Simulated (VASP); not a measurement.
A run of VASP 6.6.1:

The input INCAR:

```
  PREC = Accurate
  ENCUT = 400
  EDIFF = 1E-6
  ISMEAR = 0
  SIGMA = 0.05
  LREAL = False
  LASPH = True
  NELM = 200
  ALGO = Normal
  ISIF = 2
  LWAVE = False
  LCHARG = False
  ISPIN = 2
  MAGMOM = 0 0 0 0 1
  LORBIT = 11
  LDIPOL = True
  IDIPOL = 3
  DIPOL = 0.5 0.5 0.325
  GGA = PE
  IVDW = 12
  NBANDS = 20
  GGA_COMPAT = False
  NELMDL = -8
```

The input KPOINTS:

```
Automatic mesh
0
Gamma
  9 9 1
```

File POSCAR:

```
Al2As2H
1.0
    4.0049767185      0.0000000000      0.0000000000
   -2.0024883593      3.4684115798      0.0000000000
    0.0000000000      0.0000000000     21.4465726130
As Al H
2 2 1
Direct
    0.0000000000      0.0000000000      0.1865099880
    0.3333333333      0.6666666667      0.3480331013
    0.3333333333      0.6666666667      0.2246285473
    0.6666666667      0.3333333333      0.3751915403
    0.8888888889      0.4444444444      0.4917602828
```

Potentials or basis: VASP PAW PBE potentials, release 64 (As, Al, H).

Command:

```console
$ cat potpaw_PBE.64/As/POTCAR potpaw_PBE.64/Al/POTCAR potpaw_PBE.64/H/POTCAR > POTCAR
$ mpirun -np 1 vasp_std > vasp.out
```

Hardware: 1 thread of Oxide Virtual Turin-like Processor, on a shared host.

Question: Estimate the wall time of this run.

Answer: It took 9.2 min on 1 thread of Oxide Virtual Turin-like Processor (shared host), peak memory 0.47 GiB. Counts: scf iterations 30, k points 25.
